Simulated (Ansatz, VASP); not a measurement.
# One calculation of FeCo3, two programs

INCAR

```
SYSTEM = FeCo3
  ALGO = Fast
  EDIFF = 1E-6
  ENCUT = 520
  GGA = PS
  ISIF = 2
  ISMEAR = 0
  LASPH = .TRUE.
  LCHARG = .FALSE.
  LREAL = .FALSE.
  LWAVE = .FALSE.
  NBANDS = 26
  NELM = 100
  PREC = Accurate
  SIGMA = 0.1
```

The input KPOINTS:

```
k-points
0
G
  12 12 12
  0 0 0
```

Contents of POSCAR:

```
FeCo3
1.0
    3.5357026200      0.0000000000      0.0000000000
    0.0000000000      3.5357026200      0.0000000000
    0.0000000000      0.0000000000      3.5357026200
Fe Co
1 3
Direct
    0.0000000000      0.0000000000      0.0000000000
    0.5000000000      0.5000000000      0.0000000000
    0.5000000000      0.0000000000      0.5000000000
    0.0000000000      0.5000000000      0.5000000000
```

Input for Ansatz:

```yaml
crystal:
  lattice:
    - [3.53570262, 0.0, 0.0]
    - [0.0, 3.53570262, 0.0]
    - [0.0, 0.0, 3.53570262]
  atoms:
    - { symbol: Fe, position: [0.0, 0.0, 0.0] }
    - { symbol: Co, position: [0.5, 0.5, 0.0] }
    - { symbol: Co, position: [0.5, 0.0, 0.5] }
    - { symbol: Co, position: [0.0, 0.5, 0.5] }
basis:
  ecutwfc: 420
kpoints:
  mp_grid: { grid: [12, 12, 12] }
hamiltonian:
  xc: pbesol
scf:
  occupations: { method: gaussian, width: 0.1 }
  lower_state_search: "off"
output:
  forces: true
  stress: true
  eigenvalues: true
```

Alike in both runs: task single point; functional PBEsol; k mesh 12 × 12 × 12; occupations gaussian, width 0.1 eV; no spin polarisation.

```csv
,VASP,Ansatz
version,VASP 6.6.1,Ansatz 0.2.0
potentials or method,"VASP PAW PBE potentials, release 64 (Fe, Co), cutoff 520 eV","scalar-relativistic, plane waves, PAW"
valence electrons in the cell,35,67
```

|  | VASP | Ansatz | Ansatz less VASP |
| --- | --- | --- | --- |
| gap on the k mesh at the Fermi level (eV) | none | none | - |
| pressure (GPa) | -25.9 | -25.8 | +0.13 |

VASP's potentials were made for PBE, not for PBEsol. A gap of «none» marks a metal or a gap that the smearing closes. VASP's potentials hold 35 valence electrons a cell and Ansatz's 67, so a difference there can come from the potentials and not from the codes.
